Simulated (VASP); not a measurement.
# SiBi (R-3m) in VASP: further runs

SiBi is run at these levels: PBE; tasks: single point, relaxation of cell and atoms.

All numbers are computed with VASP 6.6.1; they aren't measurements. Logs are shortened: lines on timing, memory, paths and dates and some standing lists are left out, and cuts for length are marked.

## 1. The cell of the first run

Symmetry: R-3m, No. 166, trigonal system. Conventional cell: a = 3.822 Å, b = 3.822 Å, c = 13.067 Å, α = 90.00°, β = 90.00°, γ = 120.00°. Si (site symmetry -3m) has 6 Bi at 3.10 Å and 6 Si at 3.82 Å within 4.1 Å. Within 4.1 Å of Bi (site symmetry -3m) lie 6 Si at 3.10 Å and 6 Bi at 3.82 Å.

The cell was generated, and may not be a known phase.

## 2. Single point, PBE

Contents of INCAR:

```
SYSTEM = SiBi
ALGO = Normal ; EDIFF = 1E-6
ENCUT = 520 ; GGA = PE
ISIF = 2 ; ISMEAR = 0
LASPH = .TRUE. ; LCHARG = .FALSE.
LREAL = .FALSE. ; LWAVE = .FALSE.
NBANDS = 16 ; NELM = 60
PREC = Accurate ; SIGMA = 0.1
```

Contents of KPOINTS:

```
k-points
0
G
  6 6 6
  0 0 0
```

Contents of POSCAR:

```
SiBi
1.0
    1.9107882900      1.1031941300      4.3557080900
   -1.9107882900      1.1031941300      4.3557080900
    0.0000000000     -2.2063882700      4.3557080900
Si Bi
1 1
Direct
    0.5000000000      0.5000000000      0.5000000000
    0.0000000000      0.0000000000      0.0000000000
```

Potentials or basis: VASP PAW PBE potentials, release 64 (Si, Bi_d).

Launch:

```bash
> cat potpaw_PBE.64/Si/POTCAR potpaw_PBE.64/Bi_d/POTCAR > POTCAR
> mpirun -np 1 vasp_std > vasp.out
```

OUTCAR:

```text
SYSTEM = SiBi
   EDIFF = 1E-6
   ENCUT = 520
   GGA = PE
   ISIF = 2
   ISMEAR = 0
   LASPH = .TRUE.
   LREAL = .FALSE.
   NELM = 60
   PREC = Accurate

 ion  position               nearest neighbor table
   1  0.500  0.500  0.500-   2 3.10   2 3.10   2 3.10   2 3.10   2 3.10   2 3.10
   2  0.000  0.000  0.000-   1 3.10   1 3.10   1 3.10   1 3.10   1 3.10   1 3.10

  LATTYP: Found a trigonal (rhomboedric) cell.
 ALAT       =     4.8826572830
 COS(alpha) =     0.6937030631

  Lattice vectors:

 A1 = (   1.9107882900,   1.1031941300,   4.3557080900)
 A2 = (  -1.9107882900,   1.1031941300,   4.3557080900)
 A3 = (   0.0000000000,  -2.2063882700,   4.3557080900)

Analysis of symmetry for initial positions (statically):
=====================================================================
 Subroutine PRICEL returns:
 Original cell was already a primitive cell.

 Routine SETGRP: Setting up the symmetry group for a
 trigonal (rhombohedral) supercell.

 Subroutine GETGRP returns: Found 12 space group operations
 (whereof 12 operations were pure point group operations)
 out of a pool of 12 trial point group operations.

The static configuration has the point symmetry D_3d.

Analysis of symmetry for dynamics (positions and initial velocities):
=====================================================================
 Subroutine PRICEL returns:
 Original cell was already a primitive cell.

 Routine SETGRP: Setting up the symmetry group for a
 trigonal (rhombohedral) supercell.

 Subroutine GETGRP returns: Found 12 space group operations
 (whereof 12 operations were pure point group operations)
 out of a pool of 12 trial point group operations.

The dynamic configuration has the point symmetry D_3d.

 Subroutine INISYM returns: Found 12 space group operations
 (whereof 12 operations are pure point group operations),
 and found     1 'primitive' translations

----------------------------------------------------------------------------------------

                                     Primitive cell

  volume of cell :      55.0902

  direct lattice vectors                    reciprocal lattice vectors
     1.910788290  1.103194130  4.355708090     0.261672108  0.151076462  0.076527932
    -1.910788290  1.103194130  4.355708090    -0.261672108  0.151076462  0.076527932
     0.000000000 -2.206388270  4.355708090     0.000000000 -0.302152924  0.076527932

  length of vectors
     4.882657283  4.882657283  4.882657285     0.311693622  0.311693622  0.311693622

  position of ions in fractional coordinates (direct lattice)
     0.500000000  0.500000000  0.500000000
     0.000000000  0.000000000  0.000000000

  ion indices of the primitive-cell ions
   primitive index   ion index
                 1           1
                 2           2

----------------------------------------------------------------------------------------

 KPOINTS: k-points

Automatic generation of k-mesh.
 Grid dimensions read from file:
 generate k-points for:    6    6    6

 Generating k-lattice:

  Cartesian coordinates                     Fractional coordinates (reciprocal lattice)
     0.043612018  0.025179410  0.012754655     0.166666667  0.000000000 -0.000000000
    -0.043612018  0.025179410  0.012754655     0.000000000  0.166666667 -0.000000000
     0.000000000 -0.050358821  0.012754655    -0.000000000 -0.000000000  0.166666667

  Length of vectors
     0.051948937  0.051948937  0.051948937

  Shift w.r.t. Gamma in fractional coordinates (k-lattice)
     0.000000000  0.000000000  0.000000000

 Subroutine IBZKPT returns following result:
 ===========================================

 Found     32 irreducible k-points:

 Following reciprocal coordinates:
            Coordinates               Weight
  0.000000  0.000000  0.000000      1.000000
  0.166667 -0.000000  0.000000      6.000000
  0.333333 -0.000000 -0.000000      6.000000
  0.500000 -0.000000  0.000000      3.000000
  0.166667  0.166667  0.000000      6.000000
  0.333333  0.166667  0.000000     12.000000
[... 16 lines left out ...]
  0.500000  0.500000  0.166667      6.000000
 -0.333333  0.500000  0.166667     12.000000
 [... further k-points ...]
   k-points           NKPTS =     32   k-points in BZ     NKDIM =     32   number of bands    NBANDS=     16
   number of dos      NEDOS =    301   number of ions     NIONS =      2
   total plane-waves  NPLWV =  46656
   dimension x,y,z NGX =    36 NGY =   36 NGZ =   36
   dimension x,y,z NGXF=    72 NGYF=   72 NGZF=   72
   ions per type =               1   1
   NGX,Y,Z   is equivalent  to a cutoff of  12.26, 12.26, 12.26 a.u.
   NGXF,Y,Z  is equivalent  to a cutoff of  24.51, 24.51, 24.51 a.u.
 SYSTEM =  SiBi
   PREC   = accura    normal or accurate (medium, high low for compatibility)
   ISTART =      0    job   : 0-new  1-cont  2-samecut
   ICHARG =      2    charge: 1-file 2-atom 10-const
   ISPIN  =      1    spin polarized calculation?
   LNONCOLLINEAR =      F non collinear calculations
   LSORBIT =      F    spin-orbit coupling
   LASPH  =      T    aspherical Exc in radial PAW
   ENCUT  =  520.0 eV  38.22 Ry    6.18 a.u.   9.08  9.08  9.08*2*pi/ulx,y,z
   NELM   =     60;   NELMIN=  2; NELMDL= -5     # of ELM steps
   EDIFF  = 0.1E-05   stopping-criterion for ELM
   LREAL  =      F    real-space projection
   EDIFFG = 0.1E-04   stopping-criterion for IOM
   NSW    =      0    number of steps for IOM
   IBRION =     -1    ionic relax: 0-MD 1-quasi-New 2-CG
   NFREE  =      0    steps in history (QN), initial steepest desc. (CG)
   ISIF   =      2    stress and relaxation
   ISYM   =      2    0-nonsym 1-usesym 2-fastsym
   POTIM  = 0.5000    time-step for ionic-motion
   TEBEG  =    0.0;   TEEND  =   0.0 temperature during run
   PSTRESS=    0.0 pullay stress
   NELECT =      19.0000    total number of electrons
   NUPDOWN=      -1.0000    fix difference up-down
   EMIN   =  10.00;   EMAX   =-10.00  energy-range for DOS
   EFERMI =   0.00;   METHOD = LEGACY
   ISMEAR =     0;   SIGMA  =   0.10  broadening in eV -4-tet -1-fermi 0-gaus
   EFERMI_NEDOS =   21; number of points for ismear=-14 and -15
   IALGO  =     38    algorithm
   IMIX   =      4    mixing-type and parameters
     AMIX     =   0.40;   BMIX     =  1.00
     AMIX_MAG =   1.60;   BMIX_MAG =  1.00
  volume/ion in A,a.u.               =      27.55       185.88
  Fermi-wavevector in a.u.,A,eV,Ry     =   1.148069  2.169535 17.933317  1.318062
  Thomas-Fermi vector in A             =   2.284745
   LORBIT       =      0    0 simple, 1 ext, 2 COOP (PROOUT), +10 PAW based schemes
   GGA     = PE    functional components
   LHFCALC =     F    Hartree Fock is set to
   AEXX    =    0.0000 exact exchange contribution
   IVDW    =     0    specifies the selected vdW correction
   LEPSILON=     F    determine dielectric tensor
   LRPA    =     F    only Hartree local field effects (RPA)
 non-spin polarized calculation
 Gauss-broadening in eV      SIGMA  =   0.10
  energy-cutoff  :      520.00
  volume of cell :       55.09
 maximum number of plane-waves:      1496
   NGX = 19   NGY = 19   NGZ = 19

 number of electron      19.0000000 magnetization

 Free energy of the ion-electron system (eV)
  ---------------------------------------------------
  ext. energy  EPLUGINS =         0.00000000
  ---------------------------------------------------
  free energy    TOTEN  =        -8.08980462 eV

  energy without entropy =       -8.08759553  energy(sigma->0) =       -8.08870007

 E-fermi :   6.3927     XC(G=0):  -9.7673

 val. band max:        6.3243542359   @ k =   0.3333   0.3333   0.1667
 cond. band min:       6.4732512478   @ k =  -0.1667   0.1667   0.1667
 fundamental gap:      0.1488970120
 Fermi energy:         6.3926594877

 k-point     1 :       0.0000    0.0000    0.0000
  band No.  band energies     occupation
      1     -16.4940      2.00000
      2     -16.4940      2.00000
      3     -16.4814      2.00000
      4     -16.4526      2.00000
      5     -16.4526      2.00000
      6      -6.2810      2.00000
[... 8 lines left out ...]
     15      13.4503      0.00000
     16      13.4503      0.00000

 k-point     2 :       0.1667   -0.0000    0.0000
  band No.  band energies     occupation
      1     -16.4970      2.00000
      2     -16.4797      2.00000
      3     -16.4714      2.00000
      4     -16.4592      2.00000
      5     -16.4542      2.00000
      6      -5.9368      2.00000
[... 8 lines left out ...]
     15      13.4440      0.00000
     16      14.3808      0.00000

 k-point     3 :       0.3333   -0.0000   -0.0000
  band No.  band energies     occupation
      1     -16.5055      2.00000
      2     -16.4723      2.00000
      3     -16.4615      2.00000
      4     -16.4493      2.00000
      5     -16.4469      2.00000
      6      -4.9978      2.00000
[... 8 lines left out ...]
     15      15.0583      0.00000
     16      16.6760      0.00000

 k-point     4 :       0.5000   -0.0000    0.0000
  band No.  band energies     occupation
      1     -16.5101      2.00000
      2     -16.4786      2.00000
      3     -16.4624      2.00000
      4     -16.4382      2.00000
      5     -16.4332      2.00000
      6      -4.2050      2.00000
[... 8 lines left out ...]
     15      13.2785      0.00000
     16      18.8151      0.00000
[... 324 lines left out ...]
 k-point    22 :      -0.1667    0.3333    0.1667
  band No.  band energies     occupation
      1     -16.4957      2.00000
      2     -16.4764      2.00000
      3     -16.4656      2.00000
      4     -16.4491      2.00000
      5     -16.4362      2.00000
      6      -4.3374      2.00000
[... 8 lines left out ...]
     15      15.7748      0.00000
     16      16.5624      0.00000

 k-point    23 :       0.5000    0.5000    0.1667
  band No.  band energies     occupation
      1     -16.5066      2.00000
      2     -16.4759      2.00000
      3     -16.4594      2.00000
      4     -16.4461      2.00000
      5     -16.4456      2.00000
      6      -4.5426      2.00000
[... 8 lines left out ...]
     15      15.2369      0.00000
     16      15.6932      0.00000

 k-point    24 :      -0.3333    0.5000    0.1667
  band No.  band energies     occupation
      1     -16.4967      2.00000
      2     -16.4773      2.00000
      3     -16.4642      2.00000
      4     -16.4495      2.00000
      5     -16.4343      2.00000
      6      -4.0398      2.00000
[... 8 lines left out ...]
     15      15.3444      0.00000
     16      15.9022      0.00000

 [... further k-points ...]

------------------------ aborting loop because EDIFF is reached ----------------------------------------

  FORCE on cell =-STRESS in cart. coord.  units (eV):
  Direction    XX          YY          ZZ          XY          YZ          ZX
  --------------------------------------------------------------------------------------
  -------------------------------------------------------------------------------------
  Total       -0.9100847     -0.9100847     -2.9017093      0.0000000      0.0000000      0.0000000
  in kB      -26.4678008    -26.4678008    -84.3898002      0.0000000      0.0000001      0.0000000
  external PRESSURE =     -45.7751339 kB  Pullay stress =       0.0000000 kB

 VOLUME and BASIS-vectors are now :
 -----------------------------------------------------------------------------
  energy-cutoff  :      520.00
  volume of cell :       55.09
      direct lattice vectors                 reciprocal lattice vectors
     1.910788290  1.103194130  4.355708090     0.261672108  0.151076462  0.076527932
    -1.910788290  1.103194130  4.355708090    -0.261672108  0.151076462  0.076527932
     0.000000000 -2.206388270  4.355708090     0.000000000 -0.302152924  0.076527932

 POSITION                                       TOTAL-FORCE (eV/Angst)
 -----------------------------------------------------------------------------------
      0.00000     -0.00000      6.53356        -0.000000     -0.000000     -0.000000
      0.00000      0.00000      0.00000         0.000000      0.000000      0.000000
 -----------------------------------------------------------------------------------
    total drift:                                0.000000      0.000000     -0.000000

  FREE ENERGIE OF THE ION-ELECTRON SYSTEM (eV)
  ---------------------------------------------------
  free  energy   TOTEN  =        -8.0898046185 eV

  energy  without entropy=       -8.0875955297  energy(sigma->0) =       -8.08870007
```

Wall time 17 s (1 thread of AMD EPYC 9R45 (Zen 5), shared host); peak memory 0.18 GiB.

Results:

| Property | Result |
| --- | --- |
| Free energy | -8.0898 eV |
| Pressure | -4.6 GPa |
| Band gap on the k mesh | zero (an odd number of electrons rules out a gap without spin polarisation) |

Caveat: the stress differs along the axes, from -8 to -3 GPa; spin-orbit coupling is left out, which moves the levels of the heavy elements; an odd number of electrons without spin polarisation forces a metal; a magnetic or distorted state may lie lower.

## 3. Relaxation of cell and atoms, PBE

Contents of INCAR:

```
PREC = Accurate
ENCUT = 600
EDIFF = 1E-6
ISMEAR = 0
SIGMA = 0.1
LREAL = False
LASPH = True
NELM = 100
ALGO = Normal
ISIF = 3
LWAVE = False
LCHARG = False
GGA = PE
IBRION = 2
NSW = 90
EDIFFG = -0.04
```

Contents of KPOINTS:

```
regular mesh
0
Gamma
  6 6 6
```

POSCAR is that of step 2.

Potentials or basis: VASP PAW PBE potentials, release 64 (Si, Bi_d).

Launch:

```bash
> cat potpaw_PBE.64/Si/POTCAR potpaw_PBE.64/Bi_d/POTCAR > POTCAR
> mpirun -np 1 vasp_std > vasp.out
```

OUTCAR:

```text
PREC = Accurate
   ENCUT = 600
   EDIFF = 1E-6
   ISMEAR = 0
   LREAL = False
   LASPH = True
   NELM = 100
   ISIF = 3
   GGA = PE
   IBRION = 2
   NSW = 90
   EDIFFG = -0.04

 ion  position               nearest neighbor table
   1  0.500  0.500  0.500-   2 3.10   2 3.10   2 3.10   2 3.10   2 3.10   2 3.10
   2  0.000  0.000  0.000-   1 3.10   1 3.10   1 3.10   1 3.10   1 3.10   1 3.10

  LATTYP: Found a trigonal (rhomboedric) cell.
 ALAT       =     4.8826572830
 COS(alpha) =     0.6937030631

  Lattice vectors:

 A1 = (   1.9107882900,   1.1031941300,   4.3557080900)
 A2 = (  -1.9107882900,   1.1031941300,   4.3557080900)
 A3 = (   0.0000000000,  -2.2063882700,   4.3557080900)

Analysis of symmetry for initial positions (statically):
=====================================================================
 Subroutine PRICEL returns:
 Original cell was already a primitive cell.

 Routine SETGRP: Setting up the symmetry group for a
 trigonal (rhombohedral) supercell.

 Subroutine GETGRP returns: Found 12 space group operations
 (whereof 12 operations were pure point group operations)
 out of a pool of 12 trial point group operations.

The static configuration has the point symmetry D_3d.

Analysis of symmetry for dynamics (positions and initial velocities):
=====================================================================
 Subroutine PRICEL returns:
 Original cell was already a primitive cell.

[... 277 lines left out ...]
      7       3.3083      2.00000
      8       5.9900      2.00000
      9       5.9900      2.00000
     10       6.0291      2.00000
     11      11.1866      0.00000
     12      11.2011      0.00000
     13      11.2011      0.00000
[... 356 lines left out ...]
      2     -16.0363      2.00000
      3     -16.0348      2.00000
      4     -16.0171      2.00000
      5     -16.0073      2.00000
      6      -3.8136      2.00000
      7      -0.1160      2.00000
      8       1.8844      2.00000
      9       2.9873      2.00000
     10       5.9984      2.00000
     11      10.0009      0.00000
     12      10.8606      0.00000
     13      13.8463      0.00000

 [... further k-points ...]

[... ionic steps 4 to 17 ...]

--------------------------------------- Ionic step       18  -------------------------------------------

 number of electron      19.0000000 magnetization

------------------------ aborting loop because EDIFF is reached ----------------------------------------
[... 67 lines left out ...]
--------------------------------------- Ionic step       20  -------------------------------------------

 number of electron      18.9999999 magnetization

 Free energy of the ion-electron system (eV)
  ---------------------------------------------------
  ext. energy  EPLUGINS =         0.00000000
  ---------------------------------------------------
  free energy    TOTEN  =        -8.44595483 eV

  energy without entropy =       -8.44336072  energy(sigma->0) =       -8.44465778

 E-fermi :   7.0805     XC(G=0): -10.0720

 val. band max:        6.9907239511   @ k =   0.5000   0.3333   0.1667
 cond. band min:       7.2685688835   @ k =  -0.3333   0.1667   0.0000
 fundamental gap:      0.2778449323
 Fermi energy:         7.0805337999

 k-point     1 :       0.0000    0.0000    0.0000
  band No.  band energies     occupation
      1     -15.5110      2.00000
      2     -15.5110      2.00000
      3     -15.5027      2.00000
      4     -15.5021      2.00000
      5     -15.5021      2.00000
      6      -5.8803      2.00000
      7       4.2077      2.00000
      8       6.5009      2.00000
      9       6.5483      2.00000
     10       6.5483      2.00000
     11      11.9539      0.00000
     12      11.9539      0.00000
     13      11.9702      0.00000
[... 397 lines left out ...]
  FREE ENERGIE OF THE ION-ELECTRON SYSTEM (eV)
  ---------------------------------------------------
  free  energy   TOTEN  =        -8.4459548335 eV

  energy  without entropy=       -8.4433607219  energy(sigma->0) =       -8.44465778

 reached required accuracy - stopping structural energy minimisation
```

Run time: 3.9 min. Hardware: 1 thread of AMD EPYC 9R45 (Zen 5), shared host; peak memory 0.22 GiB.

Results:

```yaml
Free_energy: -8.4460 eV
Relaxed_volume: 25.24 Å³/atom
Relaxed_cell: a = 4.154 Å, b = 4.154 Å, c = 4.154 Å, α = 59.84°, β = 59.84°, γ = 59.84°
Space_group_after_relaxing_to_0.1_Å: Fm-3m (No. 225)
Energy_gained_by_relaxing: 178.1 meV/atom
Ionic_steps: 20
Pressure_after_relaxing: 0.1 GPa
Band_gap_on_the_k_mesh: zero (an odd number of electrons rules out a gap without spin polarisation)
```

The path:
```
step  energy change (eV)  largest force (eV/Å)  pressure (GPa)  volume (Å³)
   1              0.0000                0.0000           -4.54        55.09
   2             -0.1073                0.0000            1.93        49.05
   3             -0.1109                0.0000            0.72        49.87
   4             -0.1109                0.0000            0.61        49.97
   5             -0.1210                0.0000            0.19        50.42
   6             -0.1817                0.0000           -0.89        51.71
   7             -0.2729                0.0000           -3.21        54.01
   8             -0.2784                0.0000           -3.62        54.44
   9             -0.2804                0.0000           -3.68        54.46
  10             -0.2859                0.0000           -3.77        54.52
  11             -0.2962                0.0000           -3.97        54.61
  12             -0.2931                0.0000           -3.99        54.68
  13             -0.3000                0.0000           -4.05        54.65
  14             -0.3103                0.0000           -3.73        54.24
  15             -0.3348                0.0000           -2.65        53.01
  16             -0.3537                0.0000           -0.05        50.60
  17             -0.3538                0.0000           -0.26        50.76
  18             -0.3543                0.0000           -0.25        50.74
  19             -0.3555                0.0000           -0.13        50.65
  20             -0.3561                0.0000            0.08        50.49
```

Final structure:
```xyz
2
Lattice="2.0718 1.1961 3.3955 -2.0718 1.1961 3.3955 0.0000 -2.3923 3.3955" Properties=species:S:1:pos:R:3 pbc="T T T"
Si    0.0000    0.0000    5.0932
Bi    0.0000    0.0000    0.0000
```

Caveat: spin-orbit coupling is left out, which moves the levels of the heavy elements; an odd number of electrons without spin polarisation forces a metal; a magnetic or distorted state may lie lower.

The gap in the log of VASP goes by the Fermi energy; the results here count the filled bands.